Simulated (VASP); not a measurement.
# Ru (P6_3/mmc) in VASP: settings compared, part 2 of 2

VASP 6.6.1. Earlier steps stand in the parts before.

### 3 Single point, r2SCAN

This run uses another cell than the first one, of 13.03 Å³/atom.

The input, POSCAR:

```
Ru
1.0
    2.6692306523      0.0000000000      0.0000000000
   -1.3346153261      2.3116215535      0.0000000000
    0.0000000000      0.0000000000      4.2240293924
Ru
2
Direct
    0.6666666667      0.3333333333      0.7500000000
    0.3333333333      0.6666666667      0.2500000000
```

The input, INCAR.step1:

```
ALGO = Normal
EDIFF = 1E-4
ENCUT = 520
GGA = PE
ISMEAR = -1
LASPH = T
LCHARG = F
LREAL = F
LWAVE = T
NBANDS = 21
NELM = 60
PREC = Accurate
SIGMA = 0.05
```

The input, INCAR.step2:

```
ALGO = Normal
EDIFF = 1E-6
ENCUT = 520
ISIF = 2
ISMEAR = -1
ISTART = 1
LASPH = T
LCHARG = F
LMIXTAU = T
LREAL = F
LWAVE = F
METAGGA = R2SCAN
NBANDS = 21
NELM = 60
PREC = Accurate
SIGMA = 0.05
```

The input, KPOINTS:

```
k-points
0
Gamma
  11 11 6
```

Potentials or basis: VASP PAW PBE potentials, release 64 (Ru_pv).

The run is started by

```sh
$ cat potpaw_PBE.64/Ru_pv/POTCAR > POTCAR
$ cp INCAR.step1 INCAR
$ mpirun -np 1 vasp_std > vasp.out
$ cp INCAR.step2 INCAR
$ mpirun -np 1 vasp_std > vasp.out
```

OUTCAR:

```text
EDIFF = 1E-6
   ENCUT = 520
   ISIF = 2
   ISMEAR = -1
   ISTART = 1
   LASPH = T
   LREAL = F
   METAGGA = R2SCAN
   NELM = 60
   PREC = Accurate

 ion  position               nearest neighbor table
   1  0.667  0.333  0.750-   2 2.61   2 2.61   2 2.61   2 2.61   2 2.61   2 2.61
   2  0.333  0.667  0.250-   1 2.61   1 2.61   1 2.61   1 2.61   1 2.61   1 2.61

  LATTYP: Found a hexagonal cell.
 ALAT       =     2.6692306523
 C/A-ratio  =     1.5824894671

  Lattice vectors:

 A1 = (   2.6692306523,   0.0000000000,   0.0000000000)
 A2 = (  -1.3346153261,   2.3116215535,   0.0000000000)
 A3 = (   0.0000000000,   0.0000000000,   4.2240293924)

Analysis of symmetry for initial positions (statically):
=====================================================================
 Subroutine PRICEL returns:
 Original cell was already a primitive cell.

 Routine SETGRP: Setting up the symmetry group for a
 hexagonal supercell.

 Subroutine GETGRP returns: Found 24 space group operations
 (whereof 12 operations were pure point group operations)
 out of a pool of 24 trial point group operations.

The static configuration has the point symmetry D_3d.
 The point group associated with its full space group is D_6h.

Analysis of symmetry for dynamics (positions and initial velocities):
=====================================================================
 Subroutine PRICEL returns:
 Original cell was already a primitive cell.

 Routine SETGRP: Setting up the symmetry group for a
 hexagonal supercell.

 Subroutine GETGRP returns: Found 24 space group operations
 (whereof 12 operations were pure point group operations)
 out of a pool of 24 trial point group operations.

The dynamic configuration has the point symmetry D_3d.
 The point group associated with its full space group is D_6h.

 Subroutine INISYM returns: Found 24 space group operations
 (whereof 12 operations are pure point group operations),
 and found     1 'primitive' translations

[... 108 lines left out ...]
   EFERMI =   0.00;   METHOD = LEGACY
   ISMEAR =    -1;   SIGMA  =   0.05  broadening in eV -4-tet -1-fermi 0-gaus
   EFERMI_NEDOS =   21; number of points for ismear=-14 and -15
   IALGO  =     38    algorithm
   IMIX   =      4    mixing-type and parameters
     AMIX     =   0.40;   BMIX     =  1.00
     AMIX_MAG =   1.60;   BMIX_MAG =  1.00
  volume/ion in A,a.u.               =      13.03        87.94
  Fermi-wavevector in a.u.,A,eV,Ry     =   1.676683  3.168471 38.249587  2.811265
  Thomas-Fermi vector in A             =   2.761082
   LORBIT       =      0    0 simple, 1 ext, 2 COOP (PROOUT), +10 PAW based schemes
   METAGGA = R2SCAN    functional components
   LHFCALC =     F    Hartree Fock is set to
   AEXX    =    0.0000 exact exchange contribution
   IVDW    =     0    specifies the selected vdW correction
   LEPSILON=     F    determine dielectric tensor
   LRPA    =     F    only Hartree local field effects (RPA)
 non-spin polarized calculation
  energy-cutoff  :      520.00
  volume of cell :       26.06
 maximum number of plane-waves:       718
 NGX is ok and might be reduce to    20
   NGX =  9   NGY =  9   NGZ = 15

 number of electron      27.9999991 magnetization

 Free energy of the ion-electron system (eV)
  ---------------------------------------------------
  ext. energy  EPLUGINS =         0.00000000
  ---------------------------------------------------
  free energy    TOTEN  =       -50.80613846 eV

  energy without entropy =      -50.79106463  energy(sigma->0) =      -50.79860154

 E-fermi :  13.4217     XC(G=0): -15.7005

 val. band max:       13.3988570703   @ k =   0.2727  -0.0000   0.0000
 cond. band min:      13.4427689203   @ k =   0.3636   0.0909   0.3333
 fundamental gap:      0.0439118500
 Fermi energy:        13.4216833449

 k-point     1 :       0.0000    0.0000    0.0000
  band No.  band energies     occupation
      1     -31.7649      2.00000
      2     -30.6162      2.00000
      3     -30.6162      2.00000
      4     -30.4090      2.00000
      5     -30.4090      2.00000
      6     -30.3568      2.00000
[... 565 lines left out ...]
     20      21.9216      0.00000
     21      26.2507      0.00000

 [... further k-points ...]

------------------------ aborting loop because EDIFF is reached ----------------------------------------

  FORCE on cell =-STRESS in cart. coord.  units (eV):
  Direction    XX          YY          ZZ          XY          YZ          ZX
  --------------------------------------------------------------------------------------
  -------------------------------------------------------------------------------------
  Total        2.3659024      2.3659024      2.3869496      0.0000000     -0.0000000      0.0000000
  in kB      145.4379140    145.4379140    146.7317365      0.0000000     -0.0000000      0.0000000
  external PRESSURE =     145.8691882 kB  Pullay stress =       0.0000000 kB

 VOLUME and BASIS-vectors are now :
 -----------------------------------------------------------------------------
  energy-cutoff  :      520.00
  volume of cell :       26.06
      direct lattice vectors                 reciprocal lattice vectors
     2.669230652  0.000000000  0.000000000     0.374639786  0.216298381  0.000000000
    -1.334615326  2.311621554  0.000000000     0.000000000  0.432596762  0.000000000
     0.000000000  0.000000000  4.224029392     0.000000000  0.000000000  0.236740777

 POSITION                                       TOTAL-FORCE (eV/Angst)
 -----------------------------------------------------------------------------------
      1.33462      0.77054      3.16802        -0.000000      0.000000      0.000000
     -0.00000      1.54108      1.05601         0.000000     -0.000000      0.000000
 -----------------------------------------------------------------------------------
    total drift:                               -0.000000      0.000000     -0.000000

  FREE ENERGIE OF THE ION-ELECTRON SYSTEM (eV)
  ---------------------------------------------------
  free  energy   TOTEN  =       -50.8061384572 eV

  energy  without entropy=      -50.7910646288  energy(sigma->0) =      -50.79860154
```

It took 3 min on 1 thread of Intel Xeon 8259CL, shared host; peak memory 0.16 GiB.

What came out:

| Quantity | Value |
| --- | --- |
| Free energy | -50.8061 eV |
| Pressure | 14.6 GPa |
| Band gap on the k mesh | zero (bands 14 and 15 overlap by 3.42 eV) |

Levels at points of the mesh, in eV from the Fermi level:
| k point | band 10 | band 11 | band 12 | band 13 | band 14 | band 15 | band 16 | band 17 | band 18 | band 19 |
| --- | --- | --- | --- | --- | --- | --- | --- | --- | --- | --- |
| (0.00, 0.00, 0.00) | -2.80 | -2.60 | -2.05 | -2.05 | -1.48 | -1.48 | 1.38 | 1.38 | 1.48 | 8.50 |
| (0.00, 0.00, 0.50) | -2.99 | -2.99 | -2.99 | -2.89 | -2.89 | 0.68 | 0.68 | 0.68 | 0.68 | 8.50 |

Caveat: the cell stands under pressure; an empty level that is flat over the whole mesh can mark a ghost state of the potentials, or a narrow d or f band; the PAW data sets were made with another functional, which shifts forces and pressure a little.

### 4 Single point, r2SCAN

This run uses another cell than the first one, of 13.30 Å³/atom.

The input, POSCAR:

```
Ru
1.0
    2.6876397213      0.0000000000      0.0000000000
   -1.3438198606      2.3275642749      0.0000000000
    0.0000000000      0.0000000000      4.2531615502
Ru
2
Direct
    0.6666666667      0.3333333333      0.7500000000
    0.3333333333      0.6666666667      0.2500000000
```

The input, INCAR.step1:

```
SYSTEM = Ru
ALGO = Normal ; EDIFF = 1E-4
ENCUT = 520 ; GGA = PE
ISMEAR = -1 ; LASPH = .True.
LCHARG = .False. ; LREAL = .False.
LWAVE = .True. ; NBANDS = 21
NELM = 80 ; PREC = Accurate
SIGMA = 0.05
```

The input, INCAR.step2:

```
SYSTEM = Ru
ALGO = Normal ; EDIFF = 1E-7
ENCUT = 520 ; ISIF = 2
ISMEAR = -1 ; ISTART = 1
LASPH = .True. ; LCHARG = .False.
LMIXTAU = .True. ; LREAL = .False.
LWAVE = .False. ; METAGGA = R2SCAN
NBANDS = 21 ; NELM = 80
PREC = Accurate ; SIGMA = 0.05
```

The input, KPOINTS:

```
k-points
0
Gamma
  11 11 6
  0 0 0
```

Potentials or basis: VASP PAW PBE potentials, release 64 (Ru_pv).

The run is started by

```sh
$ cat potpaw_PBE.64/Ru_pv/POTCAR > POTCAR
$ cp INCAR.step1 INCAR
$ mpirun -np 1 vasp_std > vasp.out
$ cp INCAR.step2 INCAR
$ mpirun -np 1 vasp_std > vasp.out
```

OUTCAR:

```text
SYSTEM = Ru
   EDIFF = 1E-7
   ENCUT = 520
   ISIF = 2
   ISMEAR = -1
   ISTART = 1
   LASPH = .True.
   LREAL = .False.
   METAGGA = R2SCAN
   NELM = 80
   PREC = Accurate

 ion  position               nearest neighbor table
   1  0.667  0.333  0.750-   2 2.63   2 2.63   2 2.63   2 2.63   2 2.63   2 2.63
   2  0.333  0.667  0.250-   1 2.63   1 2.63   1 2.63   1 2.63   1 2.63   1 2.63

  LATTYP: Found a hexagonal cell.
 ALAT       =     2.6876397213
 C/A-ratio  =     1.5824894671

  Lattice vectors:

 A1 = (   2.6876397213,   0.0000000000,   0.0000000000)
 A2 = (  -1.3438198606,   2.3275642749,   0.0000000000)
 A3 = (   0.0000000000,   0.0000000000,   4.2531615502)

Analysis of symmetry for initial positions (statically):
=====================================================================
 Subroutine PRICEL returns:
 Original cell was already a primitive cell.

 Routine SETGRP: Setting up the symmetry group for a
 hexagonal supercell.

 Subroutine GETGRP returns: Found 24 space group operations
 (whereof 12 operations were pure point group operations)
 out of a pool of 24 trial point group operations.

The static configuration has the point symmetry D_3d.
[... 160 lines left out ...]

  energy without entropy =      -50.82656456  energy(sigma->0) =      -50.83435409

 E-fermi :  13.0334     XC(G=0): -15.5529

 val. band max:       13.0112292085   @ k =   0.2727   0.0000   0.0000
 cond. band min:      13.0535336826   @ k =   0.3636   0.0909   0.3333
 fundamental gap:      0.0423044741
 Fermi energy:        13.0333834522

 k-point     1 :       0.0000    0.0000    0.0000
  band No.  band energies     occupation
      1     -32.0646      2.00000
      2     -30.9898      2.00000
      3     -30.9898      2.00000
      4     -30.7952      2.00000
      5     -30.7952      2.00000
      6     -30.7471      2.00000
[... 565 lines left out ...]
     20      21.5202      0.00000
     21      25.6250      0.00000

 [... further k-points ...]

------------------------ aborting loop because EDIFF is reached ----------------------------------------

  FORCE on cell =-STRESS in cart. coord.  units (eV):
  Direction    XX          YY          ZZ          XY          YZ          ZX
  --------------------------------------------------------------------------------------
  -------------------------------------------------------------------------------------
  Total        1.1173158      1.1173158      1.0542677      0.0000000      0.0000000      0.0000000
  in kB       67.2824646     67.2824646     63.4858391      0.0000000      0.0000000      0.0000000
  external PRESSURE =      66.0169228 kB  Pullay stress =       0.0000000 kB

 VOLUME and BASIS-vectors are now :
 -----------------------------------------------------------------------------
  energy-cutoff  :      520.00
  volume of cell :       26.61
      direct lattice vectors                 reciprocal lattice vectors
     2.687639721  0.000000000  0.000000000     0.372073679  0.214816839  0.000000000
    -1.343819861  2.327564275  0.000000000     0.000000000  0.429633678  0.000000000
     0.000000000  0.000000000  4.253161550     0.000000000  0.000000000  0.235119214

 POSITION                                       TOTAL-FORCE (eV/Angst)
 -----------------------------------------------------------------------------------
      1.34382      0.77585      3.18987        -0.000000      0.000000      0.000000
     -0.00000      1.55171      1.06329         0.000000      0.000000      0.000000
 -----------------------------------------------------------------------------------
    total drift:                               -0.000000      0.000000     -0.000000

  FREE ENERGIE OF THE ION-ELECTRON SYSTEM (eV)
  ---------------------------------------------------
  free  energy   TOTEN  =       -50.8421436127 eV

  energy  without entropy=      -50.8265645585  energy(sigma->0) =      -50.83435409
```

OUTCAR.step1:

```text
SYSTEM = Ru
   EDIFF = 1E-4
   ENCUT = 520
   GGA = PE
   ISMEAR = -1
   LASPH = .True.
   LREAL = .False.
[... 799 lines left out ...]
      1.34382      0.77585      3.18987        -0.000000     -0.000000      0.000000
     -0.00000      1.55171      1.06329         0.000000      0.000000      0.000000
 -----------------------------------------------------------------------------------
    total drift:                               -0.000000      0.000000     -0.000000

  FREE ENERGIE OF THE ION-ELECTRON SYSTEM (eV)
  ---------------------------------------------------
  free  energy   TOTEN  =       -18.4324116074 eV

  energy  without entropy=      -18.4160909477  energy(sigma->0) =      -18.42425128
```

It took 3.8 min on 1 thread of Intel Xeon 8259CL, shared host; peak memory 0.16 GiB.

What came out:

- Free energy: -50.8421 eV
- Pressure: 6.6 GPa
- Band gap on the k mesh: zero (bands 14 and 15 overlap by 3.31 eV)

Caveat: the cell stands under pressure; an empty level that is flat over the whole mesh can mark a ghost state of the potentials, or a narrow d or f band; the PAW data sets were made with another functional, which shifts forces and pressure a little.

### 5 Single point, PBE-based screened hybrid with 25 % exact exchange

The input, POSCAR:

```
Ru
1.0
    2.7237197275      0.0000000000      0.0000000000
   -1.3618598638      2.3588104769      0.0000000000
    0.0000000000      0.0000000000      4.3102577801
Ru
2
Direct
    0.6666666667      0.3333333333      0.7500000000
    0.3333333333      0.6666666667      0.2500000000
```

The input, INCAR.step1:

```
PREC = Accurate
ENCUT = 520
EDIFF = 1E-5
ISMEAR = -1
SIGMA = 0.05
LREAL = False
LASPH = True
NELM = 60
ALGO = Normal
ISIF = 2
LWAVE = True
LCHARG = False
NBANDS = 21
GGA = PE
```

The input, INCAR.step2:

```
PREC = Accurate
ENCUT = 520
EDIFF = 1E-6
ISMEAR = -1
SIGMA = 0.05
LREAL = False
LASPH = True
NELM = 60
ALGO = Normal
ISIF = 2
LWAVE = False
LCHARG = False
GGA = PE
LHFCALC = True
AEXX = 0.25
HFSCREEN = 0.3
PRECFOCK = Normal
NBANDS = 21
ISTART = 1
```

The input, KPOINTS:

```
regular mesh
0
Gamma
  6 6 3
```

The run is started by

```sh
$ cat potpaw_PBE.64/Ru_pv/POTCAR > POTCAR
$ cp INCAR.step1 INCAR
$ mpirun -np 1 vasp_std > vasp.out
$ cp INCAR.step2 INCAR
$ mpirun -np 1 vasp_std > vasp.out
```

It took 41 min on 1 thread of AMD EPYC 7R43 (Zen 3), shared host; peak memory 0.22 GiB.

It converged, with:

```yaml
Free_energy: -20.9032 eV
Pressure: -13.3 GPa
Band_gap_on_the_k_mesh: zero (bands 14 and 15 overlap by 3.50 eV)
```

Stress tensor (GPa, compression positive):
```
-11.03   0.00   0.00
  0.00 -11.03   0.00
  0.00   0.00 -17.82
```

Levels at points of the mesh, in eV from the Fermi level:
```
           k point  band 10  band 11  band 12  band 13  band 14  band 15  band 16  band 17  band 18  band 19
(0.00, 0.00, 0.00)    -2.87    -2.61    -2.17    -2.17    -1.65    -1.65     1.33     1.33     1.41    11.15
(0.50, 0.00, 0.00)    -3.42    -2.33    -1.87    -1.62     1.64     2.07     2.09     4.50     6.70    11.89
```

Caveat: the k points lie up to 0.49 Å⁻¹ apart, too coarse for converged energies and pressures of a metal; the PAW data sets were made with another functional, which shifts forces and pressure a little.

### 6 Summary

| level | potentials or basis | cell | k mesh | grid for exact exchange (PRECFOCK) | share of exact exchange | screening parameter | gap on the mesh (eV) | pressure (GPa) |
| --- | --- | --- | --- | --- | --- | --- | --- | --- |
| LDA | VASP PAW LDA potentials, release 64 (Ru_pv) | a = 2.724, b = 2.724, c = 4.310 Å, angles 90.0, 90.0, 120.0°, 2 atoms | 11 × 11 × 6 | - | - | - | none | -17.3 |
| r2SCAN | VASP PAW PBE potentials, release 64 (Ru_pv) | a = 2.669, b = 2.669, c = 4.224 Å, angles 90.0, 90.0, 120.0°, 2 atoms | 11 × 11 × 6 | - | - | - | none | 14.6 |
| r2SCAN | VASP PAW PBE potentials, release 64 (Ru_pv) | a = 2.688, b = 2.688, c = 4.253 Å, angles 90.0, 90.0, 120.0°, 2 atoms | 11 × 11 × 6 | - | - | - | none | 6.6 |
| PBE-based screened hybrid with 25 % exact exchange | VASP PAW PBE potentials, release 64 (Ru_pv) | a = 2.724, b = 2.724, c = 4.310 Å, angles 90.0, 90.0, 120.0°, 2 atoms | 6 × 6 × 3 | Normal | 0.25 | 0.3 1/Å | none | -13.3 |

Alike in all rows: task single point; no spin polarisation; cutoff (eV) 520; smearing fermi-dirac 0.05 eV.

Caveats: some runs use coarse meshes; the PAW data sets were made with another functional, which shifts forces and pressure a little (at least some runs); the cell stands under pressure (at least some runs); an empty level that is flat over the whole mesh can mark a ghost state of the potentials, or a narrow d or f band (at least some runs); the cell stands under tension (at least some runs).

Absolute energies hang on the potentials; compare differences alone.

The gap in the log of VASP goes by the Fermi energy; the results here count the filled bands.